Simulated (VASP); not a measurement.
Set up this calculation in VASP 6.6.1, as the native input.

```
Task                   : electric field gradients
Functional             : PBE
Potentials or basis    : VASP PAW PBE potentials, release 64 (Fe, O)
Cutoff                 : 520 eV
k mesh                 : 15 × 15 × 15
Occupations            : fermi-dirac, width 0.03 eV
Spin                   : collinear spin, ferromagnetic start
Starting moments       : [3.0, 0.0] μB
Dipole correction      : no
Further INCAR settings : ALGO = Normal; EDIFF = 1e-08; NBANDS = 18
```

The structure of FeO lies in POSCAR:

```
FeO
1.0
    0.0000000000      2.1372865386      2.1372865386
    2.1372865386      0.0000000000      2.1372865386
    2.1372865386      2.1372865386      0.0000000000
Fe O
1 1
Direct
    0.0000000000      0.0000000000      0.0000000000
    0.5000000000      0.5000000000      0.5000000000
```

The input as run:

INCAR

```
SYSTEM = FeO
  PREC = Accurate
  ENCUT = 520
  EDIFF = 1E-8
  ISMEAR = -1
  SIGMA = 0.03
  LREAL = .FALSE.
  LASPH = .TRUE.
  NELM = 150
  ALGO = Normal
  ISIF = 2
  LWAVE = .FALSE.
  LCHARG = .FALSE.
  ISPIN = 2
  MAGMOM = 3 0
  LORBIT = 11
  LMAXMIX = 4
  GGA = PE
  LEFG = .TRUE.
  NBANDS = 18
```

KPOINTS

```
Automatic mesh
0
G
  15 15 15
  0 0 0
```

Potentials or basis: VASP PAW PBE potentials, release 64 (Fe, O).

Command:

```console
$ cat potpaw_PBE.64/Fe/POTCAR potpaw_PBE.64/O/POTCAR > POTCAR
$ mpirun -np 1 vasp_std > vasp.out
```

Results of the run:

| Quantity | Value |
| --- | --- |
| Pressure | 4.8 GPa |
| Band gap on the k mesh | zero (filled and empty bands overlap) |
| Net moment | 4.00 μB per cell |
| Site moments | Fe +3.62; O +0.31 μB |
| Largest electric field gradient by atom | under 0.05 V/Å² on every atom |
| Valence electrons inside the program's atomic spheres | Fe 6.77; O 5.01 |

Caveat: the cell stands under pressure; a cell with one magnetic atom can't hold antiferromagnetic order, which such compounds often take; semilocal functionals often make such compounds metallic where correlation or magnetic order opens a gap, which also shifts bond lengths.

Wall time 2.5 min on 1 thread of Intel Xeon 8259CL, on a shared host, peak memory 0.2 GiB.
